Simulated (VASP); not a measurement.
# GeN: single point with PBE

Crystal: GeN.

```
Ge N
1.0
     1.93129   -4.54211    0.00000
     1.93129    4.54211    0.00000
     0.00000    0.00000    3.29034
Ge N
2 2
Direct
  0.64000 0.36000 0.25000
  0.36000 0.64000 0.75000
  0.93000 0.07000 0.25000
  0.07000 0.93000 0.75000
```

```json
{"Program": "VASP 6.6.1", "Task": "single point", "Functional": "PBE", "Potentials or basis": "VASP PAW PBE potentials, release 64 (Ge_d, N)", "Cutoff": "520 eV", "k mesh": "6 × 6 × 6", "Occupations": "gaussian, width 0.1 eV", "Spin": "no spin polarisation"}
```

```
Pressure               : -8.5 GPa
Largest force          : 0.061 eV/Å
Band gap on the k mesh : zero (bands 19 and 20 overlap by 1.50 eV)
```

Forces in eV/Å, atoms in the order of the input:
```
Ge   0.000 -0.001  0.000
Ge   0.000  0.001  0.000
N    0.000  0.061  0.000
N    0.000 -0.061  0.000
```

Stress tensor (GPa, compression positive):
```
-10.81   0.00   0.00
  0.00  -6.86   0.00
  0.00   0.00  -7.70
```

Levels at points of the mesh, in eV from the Fermi level:
```csv
k point,band 16,band 17,band 18,band 19,band 20,band 21,band 22,band 23
"(0.00, 0.00, 0.00)",-4.20,-4.00,-2.07,-0.91,0.87,0.94,2.94,3.79
"(0.50, 0.00, 0.00)",-3.51,-2.62,-0.26,0.07,0.99,1.76,1.93,3.32
"(0.50, 0.50, 0.00)",-3.76,-2.46,-0.97,0.09,0.82,2.53,2.94,3.58
"(0.00, 0.00, 0.50)",-4.56,-2.22,-2.22,0.37,0.37,0.95,0.95,2.49
"(0.50, 0.00, 0.50)",-4.95,-4.31,-4.31,0.36,0.36,1.77,1.77,3.61
"(0.50, 0.50, 0.50)",-2.48,-2.39,-2.39,-0.90,-0.90,1.25,1.25,3.44
```

Run time: 32 s on 1 thread of Intel(R) Xeon(R) 6975P-C (Granite Rapids), on a shared host, peak memory 0.22 GiB.

Caveat: the cell stands under tension.
